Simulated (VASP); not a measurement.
# SnO2 (Amm2) in VASP: further runs

SnO2 is run at these levels: r2SCAN; tasks: single point.

All numbers are computed with VASP 6.6.1; they aren't measurements. Logs are shortened: lines on timing, memory, paths and dates and some standing lists are left out, and cuts for length are marked.

**1. The cell of the first run**

It takes space group Amm2 (No. 38, orthorhombic). The conventional cell has a = 3.201 Å, b = 6.732 Å, c = 6.732 Å, α = 90.00°, β = 90.00°, γ = 90.00°. Within 2.5 Å of Sn (site symmetry mm2) lie 6 O at 1.86 to 2.07 Å. Within 2.7 Å of Sn (site symmetry mm2) lie 6 O at 2.06 to 2.20 Å. Within 2.5 Å of O (site symmetry mm2) lie 3 Sn at 1.86 to 2.20 Å. O (site symmetry m) has 3 Sn at 2.06 to 2.07 Å and 3 O at 2.61 to 2.78 Å within 2.8 Å. Within 2.7 Å of O (site symmetry mm2) lie 3 Sn at 2.06 to 2.07 Å.

**2. Single point, r2SCAN (atom 3 (O) moved +0.200 Å towards its neighbour atom 1 (Sn) at 2.059 Å)**

The input, POSCAR:

```
SnO2
1.0
    4.7602164773      0.0000000000      0.0000000000
    0.0000000000      4.7602164773      0.0000000000
    0.0000000000      0.0000000000      3.2005650988
Sn O
2 4
Direct
    0.0000000000      0.0000000000      0.0000000000
    0.5000000000      0.5000000000      0.5000000000
    0.2761844806      0.2761844806      0.0000000000
    0.1941065016      0.8058934984      0.5000000000
    0.6941065016      0.6941065016      0.0000000000
    0.8058934984      0.1941065016      0.5000000000
```

The input, INCAR.step1:

```
PREC = Accurate
ENCUT = 520
ISMEAR = 0
SIGMA = 0.05
LREAL = F
LASPH = T
NELM = 80
NBANDS = 35
GGA = PE
ALGO = Normal
EDIFF = 1E-4
LWAVE = T
LCHARG = F
```

The input, INCAR.step2:

```
PREC = Accurate
ENCUT = 520
EDIFF = 1E-6
ISMEAR = 0
SIGMA = 0.05
LREAL = F
LASPH = T
NELM = 80
ALGO = Normal
ISIF = 2
LWAVE = F
LCHARG = T
METAGGA = R2SCAN
LMIXTAU = T
LELF = T
LVHAR = T
NBANDS = 35
ISTART = 1
```

The input, KPOINTS:

```
Automatic mesh
0
Gamma
  6 6 8
```

Potentials or basis: VASP PAW PBE potentials, release 64 (Sn_d, O).

Run with:

```console
$ cat potpaw_PBE.64/Sn_d/POTCAR potpaw_PBE.64/O/POTCAR > POTCAR
$ cp INCAR.step1 INCAR
$ mpirun -np 1 vasp_std > vasp.out
$ cp INCAR.step2 INCAR
$ mpirun -np 1 vasp_std > vasp.out
```

OUTCAR:

```text
PREC = Accurate
   ENCUT = 520
   EDIFF = 1E-6
   ISMEAR = 0
   LREAL = F
   LASPH = T
   NELM = 80
   ISIF = 2
   METAGGA = R2SCAN
   ISTART = 1

 ion  position               nearest neighbor table
   1  0.000  0.000  0.000-   3 1.86   5 2.06   4 2.07   6 2.07   4 2.07   6 2.07   2 3.73   2 3.73
                             2 3.73   2 3.73   2 3.73   2 3.73   2 3.73   2 3.73
   2  0.500  0.500  0.500-   4 2.06   6 2.06   5 2.07   5 2.07   3 2.20   3 2.20   1 3.73   1 3.73
                             1 3.73   1 3.73   1 3.73   1 3.73   1 3.73   1 3.73
   3  0.276  0.276  0.000-   1 1.86   2 2.20   2 2.20
   4  0.194  0.806  0.500-   2 2.06   1 2.07   1 2.07
   5  0.694  0.694  0.000-   1 2.06   2 2.07   2 2.07
   6  0.806  0.194  0.500-   2 2.06   1 2.07   1 2.07

  LATTYP: Found a simple tetragonal cell.
 ALAT       =     4.7602164773
 C/A-ratio  =     0.6723570481

  Lattice vectors:

 A1 = (   4.7602164773,   0.0000000000,   0.0000000000)
 A2 = (   0.0000000000,   4.7602164773,   0.0000000000)
 A3 = (   0.0000000000,   0.0000000000,   3.2005650988)

Analysis of symmetry for initial positions (statically):
=====================================================================
 Subroutine PRICEL returns:
 Original cell was already a primitive cell.

 Routine SETGRP: Setting up the symmetry group for a
 simple tetragonal supercell.

 Subroutine GETGRP returns: Found  4 space group operations
 (whereof  4 operations were pure point group operations)
 out of a pool of 16 trial point group operations.

The static configuration has the point symmetry C_2v.

Analysis of symmetry for dynamics (positions and initial velocities):
=====================================================================
 Subroutine PRICEL returns:
 Original cell was already a primitive cell.

 Routine SETGRP: Setting up the symmetry group for a
 simple tetragonal supercell.

 Subroutine GETGRP returns: Found  4 space group operations
 (whereof  4 operations were pure point group operations)
 out of a pool of 16 trial point group operations.

The dynamic configuration has the point symmetry C_2v.

 Subroutine INISYM returns: Found  4 space group operations
 (whereof  4 operations are pure point group operations),
 and found     1 'primitive' translations

----------------------------------------------------------------------------------------

                                     Primitive cell

  volume of cell :      72.5237

  direct lattice vectors                    reciprocal lattice vectors
     4.760216477  0.000000000  0.000000000     0.210074480  0.000000000  0.000000000
     0.000000000  4.760216477  0.000000000     0.000000000  0.210074480  0.000000000
     0.000000000  0.000000000  3.200565099     0.000000000  0.000000000  0.312444824

  length of vectors
     4.760216477  4.760216477  3.200565099     0.210074480  0.210074480  0.312444824

  position of ions in fractional coordinates (direct lattice)
     0.000000000  0.000000000  0.000000000
     0.500000000  0.500000000  0.500000000
     0.276184481  0.276184481  0.000000000
     0.194106502  0.805893498  0.500000000
     0.694106502  0.694106502  0.000000000
     0.805893498  0.194106502  0.500000000

  ion indices of the primitive-cell ions
   primitive index   ion index
                 1           1
                 2           2
                 3           3
                 4           4
                 5           5
                 6           6

----------------------------------------------------------------------------------------

 KPOINTS: Automatic mesh

Automatic generation of k-mesh.
 Grid dimensions read from file:
 generate k-points for:    6    6    8

 Generating k-lattice:

  Cartesian coordinates                     Fractional coordinates (reciprocal lattice)
     0.035012413  0.000000000  0.000000000     0.166666667  0.000000000  0.000000000
     0.000000000  0.035012413  0.000000000     0.000000000  0.166666667  0.000000000
     0.000000000  0.000000000  0.039055603     0.000000000  0.000000000  0.125000000

  Length of vectors
     0.035012413  0.035012413  0.039055603

  Shift w.r.t. Gamma in fractional coordinates (k-lattice)
     0.000000000  0.000000000  0.000000000

 Subroutine IBZKPT returns following result:
 ===========================================

 Found     65 irreducible k-points:

 Following reciprocal coordinates:
            Coordinates               Weight
  0.000000  0.000000  0.000000      1.000000
  0.166667  0.000000  0.000000      4.000000
  0.333333  0.000000  0.000000      4.000000
  0.500000  0.000000  0.000000      2.000000
  0.166667  0.166667  0.000000      2.000000
 -0.166667  0.166667  0.000000      2.000000
[... 16 lines left out ...]
  0.333333  0.333333  0.125000      4.000000
 -0.333333  0.333333  0.125000      4.000000
 [... further k-points ...]
   k-points           NKPTS =     65   k-points in BZ     NKDIM =     65   number of bands    NBANDS=     35
   number of dos      NEDOS =    301   number of ions     NIONS =      6
   total plane-waves  NPLWV =  31104
   dimension x,y,z NGX =    36 NGY =   36 NGZ =   24
   dimension x,y,z NGXF=    72 NGYF=   72 NGZF=   48
   ions per type =               2   4
   NGX,Y,Z   is equivalent  to a cutoff of  12.57, 12.57, 12.47 a.u.
   NGXF,Y,Z  is equivalent  to a cutoff of  25.15, 25.15, 24.93 a.u.
 SYSTEM =  unknown system
   PREC   = accura    normal or accurate (medium, high low for compatibility)
   ISTART =      1    job   : 0-new  1-cont  2-samecut
   ICHARG =      0    charge: 1-file 2-atom 10-const
   ISPIN  =      1    spin polarized calculation?
   LNONCOLLINEAR =      F non collinear calculations
   LSORBIT =      F    spin-orbit coupling
   LASPH  =      T    aspherical Exc in radial PAW
   ENCUT  =  520.0 eV  38.22 Ry    6.18 a.u.   8.85  8.85  5.95*2*pi/ulx,y,z
   NELM   =     80;   NELMIN=  2; NELMDL=  0     # of ELM steps
   EDIFF  = 0.1E-05   stopping-criterion for ELM
   LREAL  =      F    real-space projection
   EDIFFG = 0.1E-04   stopping-criterion for IOM
   NSW    =      0    number of steps for IOM
   IBRION =     -1    ionic relax: 0-MD 1-quasi-New 2-CG
   NFREE  =      0    steps in history (QN), initial steepest desc. (CG)
   ISIF   =      2    stress and relaxation
   ISYM   =      2    0-nonsym 1-usesym 2-fastsym
   POTIM  = 0.5000    time-step for ionic-motion
   TEBEG  =    0.0;   TEEND  =   0.0 temperature during run
   PSTRESS=    0.0 pullay stress
   NELECT =      52.0000    total number of electrons
   NUPDOWN=      -1.0000    fix difference up-down
   EMIN   =  10.00;   EMAX   =-10.00  energy-range for DOS
   EFERMI =   0.00;   METHOD = LEGACY
   ISMEAR =     0;   SIGMA  =   0.05  broadening in eV -4-tet -1-fermi 0-gaus
   EFERMI_NEDOS =   21; number of points for ismear=-14 and -15
   IALGO  =     38    algorithm
   IMIX   =      4    mixing-type and parameters
     AMIX     =   0.40;   BMIX     =  1.00
     AMIX_MAG =   1.60;   BMIX_MAG =  1.00
  volume/ion in A,a.u.               =      12.09        81.57
  Fermi-wavevector in a.u.,A,eV,Ry     =   1.465264  2.768948 29.211695  2.146999
  Thomas-Fermi vector in A             =   2.581142
   LORBIT       =      0    0 simple, 1 ext, 2 COOP (PROOUT), +10 PAW based schemes
   METAGGA = R2SCAN    functional components
   LHFCALC =     F    Hartree Fock is set to
   AEXX    =    0.0000 exact exchange contribution
   IVDW    =     0    specifies the selected vdW correction
   LEPSILON=     F    determine dielectric tensor
   LRPA    =     F    only Hartree local field effects (RPA)
 non-spin polarized calculation
 Gauss-broadening in eV      SIGMA  =   0.05
  energy-cutoff  :      520.00
  volume of cell :       72.52
 maximum number of plane-waves:      1992
   NGX = 17   NGY = 17   NGZ = 11

 number of electron      52.0000003 magnetization

 Free energy of the ion-electron system (eV)
  ---------------------------------------------------
  ext. energy  EPLUGINS =         0.00000000
  ---------------------------------------------------
  free energy    TOTEN  =       -84.08153844 eV

  energy without entropy =      -84.08153844  energy(sigma->0) =      -84.08153844

 E-fermi :   5.8462     XC(G=0): -11.9719

 val. band max:        5.5895033852   @ k =   0.0000   0.0000   0.0000
 cond. band min:       7.1725789187   @ k =   0.0000   0.0000   0.0000
 fundamental gap:      1.5830755335
 Fermi energy:         5.8462407659

 k-point     1 :       0.0000    0.0000    0.0000
  band No.  band energies     occupation
      1     -16.2890      2.00000
      2     -15.3509      2.00000
      3     -15.1986      2.00000
      4     -15.1745      2.00000
      5     -15.0087      2.00000
      6     -14.9891      2.00000
[... 27 lines left out ...]
     34      18.5851      0.00000
     35      19.1807      0.00000

 k-point     2 :       0.1667    0.0000    0.0000
  band No.  band energies     occupation
      1     -16.2419      2.00000
      2     -15.4210      2.00000
      3     -15.1979      2.00000
      4     -15.1978      2.00000
      5     -15.0069      2.00000
      6     -14.9870      2.00000
[... 27 lines left out ...]
     34      18.6386      0.00000
     35      19.1216      0.00000

 k-point     3 :       0.3333    0.0000    0.0000
  band No.  band energies     occupation
      1     -16.1045      2.00000
      2     -15.6333      2.00000
      3     -15.2150      2.00000
      4     -15.1966      2.00000
      5     -15.0035      2.00000
      6     -14.9827      2.00000
[... 27 lines left out ...]
     34      18.7725      0.00000
     35      19.0722      0.00000
[... 723 lines left out ...]
 k-point    23 :       0.3333    0.3333    0.1250
  band No.  band energies     occupation
      1     -15.9837      2.00000
      2     -15.8599      2.00000
      3     -15.3114      2.00000
      4     -15.1690      2.00000
      5     -15.0232      2.00000
      6     -14.9976      2.00000
[... 27 lines left out ...]
     34      18.7722      0.00000
     35      18.9138      0.00000

 k-point    24 :      -0.3333    0.3333    0.1250
  band No.  band energies     occupation
      1     -16.0440      2.00000
      2     -15.7673      2.00000
      3     -15.3580      2.00000
      4     -15.1861      2.00000
      5     -15.0007      2.00000
      6     -14.9969      2.00000
[... 27 lines left out ...]
     34      18.5030      0.00000
     35      19.0681      0.00000

 [... further k-points ...]
[... 5 lines left out ...]
  --------------------------------------------------------------------------------------
  -------------------------------------------------------------------------------------
  Total        1.8564654      1.8564654      0.6161725      2.3184813      0.0000000      0.0000000
  in kB       41.0126061     41.0126061     13.6123418     51.2193561      0.0000000      0.0000000
  external PRESSURE =      31.8791847 kB  Pullay stress =       0.0000000 kB

 VOLUME and BASIS-vectors are now :
 -----------------------------------------------------------------------------
  energy-cutoff  :      520.00
  volume of cell :       72.52
      direct lattice vectors                 reciprocal lattice vectors
     4.760216477  0.000000000  0.000000000     0.210074480  0.000000000  0.000000000
     0.000000000  4.760216477  0.000000000     0.000000000  0.210074480  0.000000000
     0.000000000  0.000000000  3.200565099     0.000000000  0.000000000  0.312444824

 POSITION                                       TOTAL-FORCE (eV/Angst)
 -----------------------------------------------------------------------------------
      0.00000      0.00000      0.00000        -2.164299     -2.164299      0.000000
      2.38011      2.38011      1.60028        -0.903542     -0.903542      0.000000
      1.31470      1.31470      0.00000         4.226312      4.226312      0.000000
      0.92399      3.83623      1.60028         0.173377     -0.782241      0.000000
      3.30410      3.30410      0.00000        -0.549607     -0.549607      0.000000
      3.83623      0.92399      1.60028        -0.782241      0.173377      0.000000
 -----------------------------------------------------------------------------------
    total drift:                               -0.004053     -0.004053     -0.000002

  FREE ENERGIE OF THE ION-ELECTRON SYSTEM (eV)
  ---------------------------------------------------
  free  energy   TOTEN  =       -84.0815384353 eV

  energy  without entropy=      -84.0815384353  energy(sigma->0) =      -84.08153844
```

It took 5.9 min on 1 thread of AMD EPYC 9R45 (Zen 5), shared host; peak memory 0.23 GiB.

Results:

```
Free energy            : -84.0815 eV
Pressure               : 3.2 GPa
Largest force          : 5.977 eV/Å
Band gap on the k mesh : 1.58 eV
```

Forces on the atoms (eV/Å):
```
Sn  -2.164 -2.164  0.000
Sn  -0.904 -0.904  0.000
O    4.226  4.226  0.000
O    0.173 -0.782  0.000
O   -0.550 -0.550  0.000
O   -0.782  0.173  0.000
```

Caveat: the cell differs from its parent crystal (atom 3 (O) moved +0.200 Å towards its neighbour atom 1 (Sn) at 2.059 Å); the cell stands under pressure; the PAW data sets were made with another functional, which shifts forces and pressure a little; spin-orbit coupling is left out, which moves the levels of the heavy elements.

[end of part 1 of 2]
